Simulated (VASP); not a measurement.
# HF in VASP: further runs, part 2 of 2

VASP 6.6.1.

**4. Single point, PBE+D3(BJ)**

Input file INCAR:

```
SYSTEM = HF
ALGO = Normal
EDIFF = 1E-7
ENCUT = 520
GGA = PE
ISIF = 2
ISMEAR = -1
IVDW = 12
LASPH = .TRUE.
LCHARG = .FALSE.
LREAL = Auto
LWAVE = .FALSE.
NBANDS = 66
NELM = 100
PREC = Accurate
SIGMA = 0.02
```

Input file KPOINTS:

```
k-points
0
G
  1 1 1
  0 0 0
```

Input file POSCAR:

```
HF
1.0
    7.4168600000      0.0000000000      0.0000000000
    0.0000000000      7.4168600000      0.0000000000
    0.0000000000      0.0000000000      7.4168600000
F H
12 12
Direct
    0.2226548701     -0.0188624297      0.5644976446
    0.3926594273      0.4438401156      0.4789627956
    0.7702181247      0.3249757984      0.9560919311
    0.2478272476      0.8439015972      0.8844039122
    0.7554005334      0.6361856635      0.1040197604
    0.0765418250      0.6358620764      0.5666683745
    0.3803361530      0.5292671023      0.9849181460
    0.6808002308      0.0626410637      0.3959222636
    0.4798796256      0.1446164549      0.9074729737
    0.5817016905      0.6733172798      0.3536537025
    0.0370911680      0.9438900020      0.2887610121
    0.4127218257      0.1909972684      0.2751299067
    0.1510612308     -0.0585827426      0.4644283430
    0.4924321074      0.5398645788      0.4495163722
    0.6551694383      0.2943968202      0.8987630884
    0.2463441402      0.8685751113      0.7610228587
    0.7620610339      0.5270289583      0.0324126382
    0.1957836605      0.5904789898      0.5364264662
    0.3225219298      0.6380597719      0.9480292199
    0.5940654131      0.0809237332      0.3136098025
    0.3624444846      0.1746965697      0.9497550176
    0.6287431609      0.6364283538      0.2324164134
   -0.0905639314      0.9602715974      0.3192725763
    0.3947897089      0.3011651831      0.3584940258
```

Potentials or basis: VASP PAW PBE potentials, release 64 (F, H).

Command:

```
$ cat potpaw_PBE.64/F/POTCAR potpaw_PBE.64/H/POTCAR > POTCAR
$ mpirun -np 1 vasp_gam > vasp.out
```

OUTCAR:

```text
SYSTEM = HF
   EDIFF = 1E-7
   ENCUT = 520
   GGA = PE
   ISIF = 2
   ISMEAR = -1
   IVDW = 12
   LASPH = .TRUE.
   LREAL = Auto
   NELM = 100
   PREC = Accurate
 IVDW          = 12

 ion  position               nearest neighbor table
   1  0.223  0.981  0.564-  13 0.96
   2  0.393  0.444  0.479-  14 1.05  24 1.39
   3  0.770  0.325  0.956-  15 0.98
   4  0.248  0.844  0.884-  16 0.93
   5  0.755  0.636  0.104-  17 0.97  22 1.34
   6  0.077  0.636  0.567-  18 0.97
   7  0.380  0.529  0.985-  19 0.95
   8  0.681  0.063  0.396-  20 0.90
   9  0.480  0.145  0.907-  21 0.95
  10  0.582  0.673  0.354-  22 1.00  14 1.39
  11  0.037  0.944  0.289-  23 0.98
  12  0.413  0.191  0.275-  24 1.03
  13  0.151  0.941  0.464-   1 0.96
  14  0.492  0.540  0.450-   2 1.05  10 1.39
  15  0.655  0.294  0.899-   3 0.98
  16  0.246  0.869  0.761-   4 0.93
  17  0.762  0.527  0.032-   5 0.97
  18  0.196  0.590  0.536-   6 0.97
  19  0.323  0.638  0.948-   7 0.95
  20  0.594  0.081  0.314-   8 0.90
  21  0.362  0.175  0.950-   9 0.95
  22  0.629  0.636  0.232-  10 1.00   5 1.34
  23  0.909  0.960  0.319-  11 0.98
  24  0.395  0.301  0.358-  12 1.03   2 1.39

  LATTYP: Found a simple cubic cell.
 ALAT       =     7.4168600000

  Lattice vectors:

 A1 = (   7.4168600000,   0.0000000000,   0.0000000000)
 A2 = (   0.0000000000,   7.4168600000,   0.0000000000)
 A3 = (   0.0000000000,   0.0000000000,   7.4168600000)

Analysis of symmetry for initial positions (statically):
=====================================================================
 Subroutine PRICEL returns:
 Original cell was already a primitive cell.

 Routine SETGRP: Setting up the symmetry group for a
 simple cubic supercell.

[... 156 lines left out ...]
   IMIX   =      4    mixing-type and parameters
     AMIX     =   0.40;   BMIX     =  1.00
     AMIX_MAG =   1.60;   BMIX_MAG =  1.00
  volume/ion in A,a.u.               =      17.00       114.72
  Fermi-wavevector in a.u.,A,eV,Ry     =   1.010676  1.909900 13.897880  1.021465
  Thomas-Fermi vector in A             =   2.143679
   LORBIT       =      0    0 simple, 1 ext, 2 COOP (PROOUT), +10 PAW based schemes
   GGA     = PE    functional components
   LHFCALC =     F    Hartree Fock is set to
   AEXX    =    0.0000 exact exchange contribution
   IVDW    =    12    specifies the selected vdW correction
   LEPSILON=     F    determine dielectric tensor
   LRPA    =     F    only Hartree local field effects (RPA)
 non-spin polarized calculation
  energy-cutoff  :      520.00
  volume of cell :      408.00
 maximum number of plane-waves:      5534
 NGX is ok and might be reduce to    54
   NGX = 27   NGY = 27   NGZ = 27

 number of electron      96.0000023 magnetization

 Free energy of the ion-electron system (eV)
  ---------------------------------------------------
  ext. energy  EPLUGINS =         0.00000000
  ---------------------------------------------------
  free energy    TOTEN  =       -98.15487668 eV

  energy without entropy =      -98.15487668  energy(sigma->0) =      -98.15487668

 E-fermi :  -6.3575     XC(G=0):  -5.5276

 val. band max:       -6.8362556749   @ k =   0.0000   0.0000   0.0000
 cond. band min:      -0.0908168627   @ k =   0.0000   0.0000   0.0000
 fundamental gap:      6.7454388122
 Fermi energy:        -6.3574542947

 k-point     1 :       0.0000    0.0000    0.0000
  band No.  band energies     occupation
      1     -29.3540      2.00000
      2     -28.8426      2.00000
      3     -28.4964      2.00000
      4     -28.2985      2.00000
      5     -28.2018      2.00000
      6     -28.1426      2.00000
[... 52 lines left out ...]
     59       5.0398      0.00000
     60       5.2087      0.00000
 [bands above 60 left out]

------------------------ aborting loop because EDIFF is reached ----------------------------------------

 Edisp (eV)   -0.45230

 E8    (eV) :    -0.0907

  FORCE on cell =-STRESS in cart. coord.  units (eV):
  Direction    XX          YY          ZZ          XY          YZ          ZX
  --------------------------------------------------------------------------------------
  -------------------------------------------------------------------------------------
  Total      -1.67335    -2.27524     2.72601     0.03603    -0.69408     2.27255
  in kB      -6.57110    -8.93465    10.70477     0.14147    -2.72557     8.92410
  external pressure =       -1.60 kB  Pullay stress =        0.00 kB

 VOLUME and BASIS-vectors are now :
 -----------------------------------------------------------------------------
  energy-cutoff  :      520.00
  volume of cell :      408.00
      direct lattice vectors                 reciprocal lattice vectors
     7.416860000  0.000000000  0.000000000     0.134827946  0.000000000  0.000000000
     0.000000000  7.416860000  0.000000000     0.000000000  0.134827946  0.000000000
     0.000000000  0.000000000  7.416860000     0.000000000  0.000000000  0.134827946

 POSITION                                       TOTAL-FORCE (eV/Angst)
 -----------------------------------------------------------------------------------
      1.65140      7.27696      4.18680         0.501457      0.025804      0.683885
      2.91230      3.29190      3.55240         0.535541      0.975556      0.391365
      5.71260      2.41030      7.09120        -0.651602      0.410765     -0.459220
      1.83810      6.25910      6.55950         0.105902     -0.608622      1.519015
      5.60270      4.71850      0.77150         0.318179      0.039539     -0.618681
      0.56770      4.71610      4.20290         1.141721     -0.411958     -0.256063
[... 16 lines left out ...]
      6.74516      7.12220      2.36800         0.845358      0.058351     -0.198158
      2.92810      2.23370      2.65890         0.301561     -1.383284     -0.846111
 -----------------------------------------------------------------------------------
    total drift:                               -0.000733     -0.001554      0.003560

  FREE ENERGIE OF THE ION-ELECTRON SYSTEM (eV)
  ---------------------------------------------------
  free  energy   TOTEN  =       -98.6071729296 eV

  energy  without entropy=      -98.6071729295  energy(sigma->0) =      -98.60717293
```

OSZICAR:

```text
N       E                     dE             d eps       ncg     rms          rms(c)
DAV:   1     0.934167018635E+03    0.93417E+03   -0.54271E+04   140   0.134E+03
DAV:   2    -0.157425325249E+02   -0.94991E+03   -0.90475E+03   160   0.345E+02
DAV:   3    -0.103380046214E+03   -0.87638E+02   -0.87252E+02   152   0.114E+02
[... 11 lines left out ...]
DAV:  15    -0.981548763247E+02    0.80487E-05   -0.22100E-05   160   0.483E-02    0.457E-03
DAV:  16    -0.981548774382E+02   -0.11135E-05   -0.15296E-05   160   0.236E-02    0.648E-03
DAV:  17    -0.981548768557E+02    0.58253E-06   -0.14511E-06   152   0.767E-03    0.328E-03
DAV:  18    -0.981548767048E+02    0.15083E-06   -0.94074E-07   160   0.593E-03    0.558E-04
DAV:  19    -0.981548766830E+02    0.21829E-07   -0.70517E-08   104   0.174E-03
   1 F= -.98607173E+02 E0= -.98607173E+02  d E =-.403269E-10
```

stdout:

```text
POSCAR found type information on POSCAR F H
 POSCAR found :  2 types and      24 ions
 scaLAPACK will be used
 LDA part: xc-table for (Slater+PW92), standard interpolation
 POSCAR, INCAR and KPOINTS ok, starting setup
 FFT: planning ... GRIDC
 FFT: planning ... GRID_SOFT
 FFT: planning ... GRID
 WAVECAR not read
 entering main loop
```

Run time: 40 s. Hardware: 1 thread of Intel Xeon Platinum 8488C (Sapphire Rapids), shared host; peak memory 0.36 GiB.

What came out:

```yaml
Free_energy: -98.6072 eV
Pressure: -0.2 GPa
Largest_force: 4.604 eV/Å
Band_gap_on_the_k_mesh: 6.75 eV
Dispersion_energy_per_atom: -0.019 eV
```

Forces on the atoms (eV/Å):
```
F    0.501  0.026  0.684
F    0.536  0.976  0.391
F   -0.652  0.411 -0.459
F    0.106 -0.609  1.519
F    0.318  0.040 -0.619
F    1.142 -0.412 -0.256
F    0.096 -0.222  0.073
F    3.736 -1.099  2.457
F   -0.252  0.174 -0.181
F   -0.636 -0.240  0.873
F   -1.320  0.034  0.221
F   -0.675  1.214  0.265
H   -0.272  0.059 -0.367
H   -0.657 -0.347 -0.565
H    0.509 -0.210  0.651
H   -0.245  0.534 -1.613
H    0.040 -0.551 -0.161
H   -1.145  0.096  0.209
H   -0.104  0.366 -0.102
H   -2.961  0.867 -2.209
H    0.457 -0.013  0.035
H    0.333  0.232  0.197
H    0.845  0.058 -0.198
H    0.302 -1.383 -0.846
```

Caveat: the k points lie up to 0.85 Å⁻¹ apart.

**5. Single point, PBE+D3(BJ)**

This run uses another cell than the first one, of 16.66 Å³/atom, 0.980 times its volume.

Input file INCAR:

```
SYSTEM = HF
PREC = Accurate
ENCUT = 520
EDIFF = 1E-7
ISMEAR = -1
SIGMA = 0.02
LREAL = Auto
LASPH = .True.
NELM = 100
ALGO = Normal
ISIF = 2
LWAVE = .False.
LCHARG = .False.
GGA = PE
IVDW = 12
NBANDS = 66
```

Input file KPOINTS:

```
regular mesh
0
Gamma
  1 1 1
  0 0 0
```

Input file POSCAR:

```
HF
1.0
    7.1725540000      0.0000000000      0.0000000000
    0.0000000000      7.4376980000      0.0000000000
    0.0000000000      0.0000000000      7.4933130000
F H
12 12
Direct
    0.1980884354     -0.0038856108      0.6215007968
    0.4228898102      0.5062184563      0.4709932709
    0.7745358209      0.3273459073      0.9352205093
    0.2567146933      0.8195008724      0.8652781487
    0.8267905686      0.6102425777      0.0683409328
    0.0866915746      0.6365275923      0.5907800728
    0.3412870785      0.5296396815      0.9652072454
    0.7544871743      0.0938596862      0.4293027663
    0.4458523421      0.2125926597      0.8281116777
    0.6542160575      0.6823751112      0.3331637154
    0.0550292127      0.9038683743      0.3421584018
    0.4664307860      0.1980720379      0.3098629405
    0.1295215066     -0.0504860509      0.5180885945
    0.5074900795      0.6058729462      0.4040268970
    0.6736373125      0.2445514728      0.9051803922
    0.2121141228      0.8688037616      0.7513765940
    0.7902484945      0.4938355927      0.0106761856
    0.2003191611      0.6112106192      0.5342096346
    0.2965052616      0.6448231697      0.9188992906
    0.6345856720      0.1086760984      0.3694760915
    0.4091569056      0.3323205648      0.8702559202
    0.6935604807      0.6707451687      0.2078920232
   -0.0394838436      0.9819301617      0.3584796204
    0.4291776681      0.3026608502      0.3872786310
```

Command:

```
$ cat potpaw_PBE.64/F/POTCAR potpaw_PBE.64/H/POTCAR > POTCAR
$ mpirun -np 1 vasp_gam > vasp.out
```

It took 37 s on 1 thread of Intel Xeon Platinum 8488C (Sapphire Rapids), shared host; peak memory 0.36 GiB.

Results (log left out):

| Item | Value |
| --- | --- |
| Free energy | -98.7795 eV |
| Pressure | 0.2 GPa |
| Largest force | 4.020 eV/Å |
| Band gap on the k mesh | 6.91 eV |
| Dispersion energy per atom | -0.019 eV |

Forces on the atoms (eV/Å):
```
F   -0.223  0.364 -0.418
F    0.178  0.958 -0.629
F   -0.087 -1.104 -0.329
F    0.145 -0.242  0.983
F   -0.470  0.002 -0.130
F   -0.525  0.088  0.240
F    0.412 -1.039  0.302
F    0.673 -0.439 -0.001
F    0.407  0.883  0.516
F   -0.376  0.709  0.413
F    2.530 -1.910 -0.418
F   -0.918  1.008  0.557
H    0.356 -0.115 -0.126
H   -0.381 -1.565  0.529
H   -0.205  0.569 -0.109
H    0.110  0.274 -0.052
H    0.183  0.659  0.308
H    0.616 -0.503 -0.272
H   -0.125  0.354 -0.367
H    0.089  0.350  0.208
H   -0.256 -0.398 -0.210
H    0.612 -0.539 -0.363
H   -3.329  2.249  0.126
H    0.584 -0.612 -0.759
```

Stress tensor (GPa, compression positive):
```
 0.34 -0.85  0.63
-0.85 -0.39 -0.74
 0.63 -0.74  0.55
```

Levels at points of the mesh, in eV from the valence-band top:
```csv
k point,band 44,band 45,band 46,band 47,band 48,band 49,band 50,band 51,band 52,band 53
"(0.00, 0.00, 0.00)",-0.35,-0.34,-0.16,-0.09,0.00,6.91,9.21,9.74,9.96,10.15
```

Caveat: the k points lie up to 0.88 Å⁻¹ apart.
